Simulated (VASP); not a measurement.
# ZnSe (zincblende type) (F-43m) in VASP: relaxation of cell and atoms with PBE

Aim: the relaxation of cell and atoms of ZnSe (zincblende type) with PBE.

Everything below comes from runs of VASP 6.6.1. Logs are shortened: lines on timing, memory, paths and dates and some standing lists are left out, and cuts for length are marked.

### 1 The cell of the first run

Symmetry: F-43m, No. 216, cubic system. The conventional cell has a = 5.760 Å, b = 5.760 Å, c = 5.760 Å, α = 90.00°, β = 90.00°, γ = 90.00°. Zn (site symmetry -43m) has 4 Se at 2.49 Å within 3.3 Å. Within 3.3 Å of Se (site symmetry -43m) lie 4 Zn at 2.49 Å.

### 2 Relaxation of cell and atoms, PBE

INCAR

```
PREC = Accurate ; ENCUT = 600
EDIFF = 1E-7 ; ISMEAR = -1
SIGMA = 0.1 ; LREAL = False
LASPH = True ; NELM = 100
ALGO = Normal ; ISIF = 3
LWAVE = False ; LCHARG = False
GGA = PE ; IBRION = 2
NSW = 60 ; EDIFFG = -0.005
```

KPOINTS

```
Automatic mesh
0
Gamma
  11 11 11
```

POSCAR

```
ZnSe
1.0
    0.0000000000      2.8798249876      2.8798249876
    2.8798249876      0.0000000000      2.8798249876
    2.8798249876      2.8798249876      0.0000000000
Zn Se
1 1
Direct
    0.0000000000      0.0000000000      0.0000000000
    0.2500000000      0.2500000000      0.2500000000
```

Potentials or basis: VASP PAW PBE potentials, release 64 (Zn, Se).

On the command line:

```bash
$ cat potpaw_PBE.64/Zn/POTCAR potpaw_PBE.64/Se/POTCAR > POTCAR
$ mpirun -np 1 vasp_std > vasp.out
```

OUTCAR:

```text
PREC = Accurate
   ENCUT = 600
   EDIFF = 1E-7
   ISMEAR = -1
   LREAL = False
   LASPH = True
   NELM = 100
   ISIF = 3
   GGA = PE
   IBRION = 2
   NSW = 60
   EDIFFG = -0.005

 ion  position               nearest neighbor table
   1  0.000  0.000  0.000-   2 2.49   2 2.49   2 2.49   2 2.49
   2  0.250  0.250  0.250-   1 2.49   1 2.49   1 2.49   1 2.49

  LATTYP: Found a face centered cubic cell.
 ALAT       =     5.7596499752

  Lattice vectors:

 A1 = (   0.0000000000,   2.8798249876,   2.8798249876)
 A2 = (   2.8798249876,   0.0000000000,   2.8798249876)
 A3 = (   2.8798249876,   2.8798249876,   0.0000000000)

Analysis of symmetry for initial positions (statically):
=====================================================================
 Subroutine PRICEL returns:
 Original cell was already a primitive cell.

 Routine SETGRP: Setting up the symmetry group for a
 face centered cubic supercell.

 Subroutine GETGRP returns: Found 24 space group operations
 (whereof 24 operations were pure point group operations)
 out of a pool of 48 trial point group operations.

The static configuration has the point symmetry T_d .

Analysis of symmetry for dynamics (positions and initial velocities):
=====================================================================
 Subroutine PRICEL returns:
 Original cell was already a primitive cell.

 Routine SETGRP: Setting up the symmetry group for a
 face centered cubic supercell.

 Subroutine GETGRP returns: Found 24 space group operations
 (whereof 24 operations were pure point group operations)
 out of a pool of 48 trial point group operations.

The dynamic configuration has the point symmetry T_d .

 Subroutine INISYM returns: Found 24 space group operations
 (whereof 24 operations are pure point group operations),
 and found     1 'primitive' translations

----------------------------------------------------------------------------------------

                                     Primitive cell

  volume of cell :      47.7670

  direct lattice vectors                    reciprocal lattice vectors
     0.000000000  2.879824988  2.879824988    -0.173621662  0.173621662  0.173621662
     2.879824988  0.000000000  2.879824988     0.173621662 -0.173621662  0.173621662
     2.879824988  2.879824988  0.000000000     0.173621662  0.173621662 -0.173621662

  length of vectors
     4.072687555  4.072687555  4.072687555     0.300721540  0.300721540  0.300721540

  position of ions in fractional coordinates (direct lattice)
     0.000000000  0.000000000  0.000000000
     0.250000000  0.250000000  0.250000000

  ion indices of the primitive-cell ions
   primitive index   ion index
                 1           1
                 2           2

----------------------------------------------------------------------------------------

 KPOINTS: Automatic mesh

Automatic generation of k-mesh.
 Grid dimensions read from file:
 generate k-points for:   11   11   11

 Generating k-lattice:

  Cartesian coordinates                     Fractional coordinates (reciprocal lattice)
    -0.015783787  0.015783787  0.015783787     0.090909091  0.000000000  0.000000000
     0.015783787 -0.015783787  0.015783787     0.000000000  0.090909091  0.000000000
     0.015783787  0.015783787 -0.015783787     0.000000000  0.000000000  0.090909091

  Length of vectors
     0.027338322  0.027338322  0.027338322

  Shift w.r.t. Gamma in fractional coordinates (k-lattice)
     0.000000000  0.000000000  0.000000000

 Subroutine IBZKPT returns following result:
 ===========================================

 Found     56 irreducible k-points:

 Following reciprocal coordinates:
            Coordinates               Weight
  0.000000  0.000000  0.000000      1.000000
  0.090909  0.000000  0.000000      8.000000
  0.181818  0.000000  0.000000      8.000000
  0.272727  0.000000  0.000000      8.000000
  0.363636  0.000000  0.000000      8.000000
  0.454545  0.000000  0.000000      8.000000
[... 16 lines left out ...]
 -0.272727  0.181818  0.000000     24.000000
 -0.181818  0.181818  0.000000     12.000000
 [... further k-points ...]
   k-points           NKPTS =     56   k-points in BZ     NKDIM =     56   number of bands    NBANDS=     13
   number of dos      NEDOS =    301   number of ions     NIONS =      2
   total plane-waves  NPLWV =  46656
   dimension x,y,z NGX =    36 NGY =   36 NGZ =   36
   dimension x,y,z NGXF=    72 NGYF=   72 NGZF=   72
   ions per type =               1   1
   NGX,Y,Z   is equivalent  to a cutoff of  14.70, 14.70, 14.70 a.u.
   NGXF,Y,Z  is equivalent  to a cutoff of  29.39, 29.39, 29.39 a.u.
 SYSTEM =  unknown system
   PREC   = accura    normal or accurate (medium, high low for compatibility)
   ISTART =      0    job   : 0-new  1-cont  2-samecut
   ICHARG =      2    charge: 1-file 2-atom 10-const
   ISPIN  =      1    spin polarized calculation?
   LNONCOLLINEAR =      F non collinear calculations
   LSORBIT =      F    spin-orbit coupling
   LASPH  =      T    aspherical Exc in radial PAW
   ENCUT  =  600.0 eV  44.10 Ry    6.64 a.u.   8.13  8.13  8.13*2*pi/ulx,y,z
   NELM   =    100;   NELMIN=  2; NELMDL= -5     # of ELM steps
   EDIFF  = 0.1E-06   stopping-criterion for ELM
   LREAL  =      F    real-space projection
   EDIFFG = -.5E-02   stopping-criterion for IOM
   NSW    =     60    number of steps for IOM
   IBRION =      2    ionic relax: 0-MD 1-quasi-New 2-CG
   NFREE  =      1    steps in history (QN), initial steepest desc. (CG)
   ISIF   =      3    stress and relaxation
   ISYM   =      2    0-nonsym 1-usesym 2-fastsym
   POTIM  = 0.5000    time-step for ionic-motion
   TEBEG  =    0.0;   TEEND  =   0.0 temperature during run
   PSTRESS=    0.0 pullay stress
   NELECT =      18.0000    total number of electrons
   NUPDOWN=      -1.0000    fix difference up-down
   EMIN   =  10.00;   EMAX   =-10.00  energy-range for DOS
   EFERMI =   0.00;   METHOD = LEGACY
   ISMEAR =    -1;   SIGMA  =   0.10  broadening in eV -4-tet -1-fermi 0-gaus
   EFERMI_NEDOS =   21; number of points for ismear=-14 and -15
   IALGO  =     38    algorithm
   IMIX   =      4    mixing-type and parameters
     AMIX     =   0.40;   BMIX     =  1.00
     AMIX_MAG =   1.60;   BMIX_MAG =  1.00
  volume/ion in A,a.u.               =      23.88       161.17
  Fermi-wavevector in a.u.,A,eV,Ry     =   1.182468  2.234541 19.024097  1.398232
  Thomas-Fermi vector in A             =   2.318722
   LORBIT       =      0    0 simple, 1 ext, 2 COOP (PROOUT), +10 PAW based schemes
   GGA     = PE    functional components
   LHFCALC =     F    Hartree Fock is set to
   AEXX    =    0.0000 exact exchange contribution
   IVDW    =     0    specifies the selected vdW correction
   LEPSILON=     F    determine dielectric tensor
   LRPA    =     F    only Hartree local field effects (RPA)
 conjugate gradient relaxation of ions
 non-spin polarized calculation
  energy-cutoff  :      600.00
  volume of cell :       47.77
 maximum number of plane-waves:      1639
 NGX is ok and might be reduce to    36
   NGX = 17   NGY = 17   NGZ = 17

--------------------------------------- Ionic step        1  -------------------------------------------

 number of electron      17.9999993 magnetization

 Free energy of the ion-electron system (eV)
  ---------------------------------------------------
  ext. energy  EPLUGINS =         0.00000000
  ---------------------------------------------------
  free energy    TOTEN  =        -6.03215354 eV

  energy without entropy =       -6.03211275  energy(sigma->0) =       -6.03213314

------------------------ aborting loop because EDIFF is reached ----------------------------------------

  FORCE on cell =-STRESS in cart. coord.  units (eV):
  Direction    XX          YY          ZZ          XY          YZ          ZX
  --------------------------------------------------------------------------------------
  -------------------------------------------------------------------------------------
  Total       -0.1737924     -0.1737924     -0.1737924      0.0000000      0.0000000      0.0000000
  in kB       -5.8292561     -5.8292561     -5.8292561      0.0000000      0.0000000      0.0000000
  external PRESSURE =      -5.8292561 kB  Pullay stress =       0.0000000 kB
[... 57 lines left out ...]
  energy  without entropy=       -6.0330637841  energy(sigma->0) =       -6.03308005

--------------------------------------- Ionic step        3  -------------------------------------------

 number of electron      17.9999991 magnetization

 Free energy of the ion-electron system (eV)
  ---------------------------------------------------
  ext. energy  EPLUGINS =         0.00000000
  ---------------------------------------------------
  free energy    TOTEN  =        -6.03312272 eV

  energy without entropy =       -6.03308913  energy(sigma->0) =       -6.03310593

 E-fermi :   2.0205     XC(G=0):  -9.1518

 val. band max:        1.2979955893   @ k =   0.0000   0.0000   0.0000
 cond. band min:       2.4395458658   @ k =   0.0000   0.0000   0.0000
 fundamental gap:      1.1415502765
 Fermi energy:         2.0204863289

 k-point     1 :       0.0000    0.0000    0.0000
  band No.  band energies     occupation
      1     -11.7278      2.00000
      2      -5.1188      2.00000
      3      -5.1188      2.00000
      4      -5.1188      2.00000
      5      -4.7822      2.00000
      6      -4.7822      2.00000
      7       1.2980      1.99854
      8       1.2980      1.99854
      9       1.2980      1.99854
     10       2.4395      0.02982
     11       7.1088      0.00000
     12       7.1088      0.00000
     13       7.1088      0.00000
[... 353 lines left out ...]
 k-point    24 :      -0.1818    0.1818    0.0000
  band No.  band energies     occupation
      1     -11.2749      2.00000
      2      -5.0561      2.00000
      3      -5.0483      2.00000
      4      -5.0217      2.00000
      5      -4.7960      2.00000
      6      -4.7641      2.00000
      7      -1.8584      2.00000
      8      -0.2592      2.00000
      9       0.8635      1.99998
     10       4.8908      0.00000
     11       7.1570      0.00000
     12       7.9053      0.00000
     13       7.9690      0.00000

 [... further k-points ...]
[... 5 lines left out ...]
  --------------------------------------------------------------------------------------
  -------------------------------------------------------------------------------------
  Total        0.0056035      0.0056035      0.0056035     -0.0000000      0.0000000     -0.0000000
  in kB        0.1899995      0.1899995      0.1899995     -0.0000000      0.0000000     -0.0000000
  external PRESSURE =       0.1899995 kB  Pullay stress =       0.0000000 kB
[... 17 lines left out ...]
  FREE ENERGIE OF THE ION-ELECTRON SYSTEM (eV)
  ---------------------------------------------------
  free  energy   TOTEN  =        -6.0331227190 eV

  energy  without entropy=       -6.0330891338  energy(sigma->0) =       -6.03310593

 reached required accuracy - stopping structural energy minimisation
```

Run time: 2.3 min. Hardware: 1 thread of AMD EPYC 7R43 (Zen 3), shared host; peak memory 0.2 GiB.

What came out:

* Free energy: -6.0331 eV
* Relaxed volume: 23.63 Å³/atom
* Relaxed cell: a = 4.058 Å, b = 4.058 Å, c = 4.058 Å, α = 60.00°, β = 60.00°, γ = 60.00°
* Space group after relaxing (to 0.1 Å): F-43m (No. 216)
* Energy gained by relaxing: 0.5 meV/atom
* Ionic steps: 3
* Pressure after relaxing: 0.0 GPa
* Band gap on the k mesh: 1.14 eV

The path:
| step | energy change (eV) | largest force (eV/Å) | pressure (GPa) | volume (Å³) |
| --- | --- | --- | --- | --- |
| 1 | 0.0000 | 0.0000 | -0.58 | 47.77 |
| 2 | -0.0009 | 0.0000 | 0.11 | 47.17 |
| 3 | -0.0010 | 0.0000 | 0.02 | 47.25 |

Final structure:
```yaml
crystal:
  lattice:
    - [0.00000, 2.86944, 2.86944]
    - [2.86944, 0.00000, 2.86944]
    - [2.86944, 2.86944, 0.00000]
  atoms:
    - { symbol: Zn, position: [0.00000, 0.00000, 0.00000] }
    - { symbol: Se, position: [0.25000, 0.25000, 0.25000] }
```

Levels at points of the mesh, in eV from the valence-band top:
```tsv
k point	band 7	band 8	band 9	band 10	band 11	band 12
(0.00, 0.00, 0.00)	0.00	0.00	0.00	1.14	5.81	5.81
```
